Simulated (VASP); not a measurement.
A run of VASP 6.6.1 is set up as follows.

The input INCAR:

```
PREC = Accurate
ENCUT = 500
EDIFF = 1E-6
ISMEAR = 0
SIGMA = 0.1
LREAL = False
LASPH = True
NELM = 120
ALGO = Normal
ISIF = 2
LWAVE = False
LCHARG = True
GGA = PE
LELF = True
LVHAR = True
NBANDS = 10
GGA_COMPAT = False
```

The input KPOINTS:

```
regular mesh
0
Gamma
  12 12 18
```

POSCAR

```
I
1.0
    2.4827314056     -3.6254127841      0.0000000000
    2.4827314056      3.6254127841      0.0000000000
   -1.5853614693      0.0000000000      2.3289279441
I
1
Direct
    0.5000000000      0.5000000000      0.5000000000
```

Potentials or basis: VASP PAW PBE potentials, release 64 (I).

The run is started by

```bash
$ cat potpaw_PBE.64/I/POTCAR > POTCAR
$ mpirun -np 1 vasp_std > vasp.out
```

**Question.** Predict the band gap on the k mesh.

**Answer.** Zero (an odd number of electrons rules out a gap without spin polarisation).

**Question.** What does it give for the pressure?

**Answer.** 3.6 GPa.

Stress tensor (GPa, compression positive):
```
 3.07  0.00 -4.72
 0.00  1.08  0.00
-4.72  0.00  6.77
```

Caveat: the cell differs from its parent crystal (strained); the cell stands under pressure; spin-orbit coupling is left out, which moves the levels of the heavy elements; an odd number of electrons without spin polarisation forces a metal; a magnetic or distorted state may lie lower.
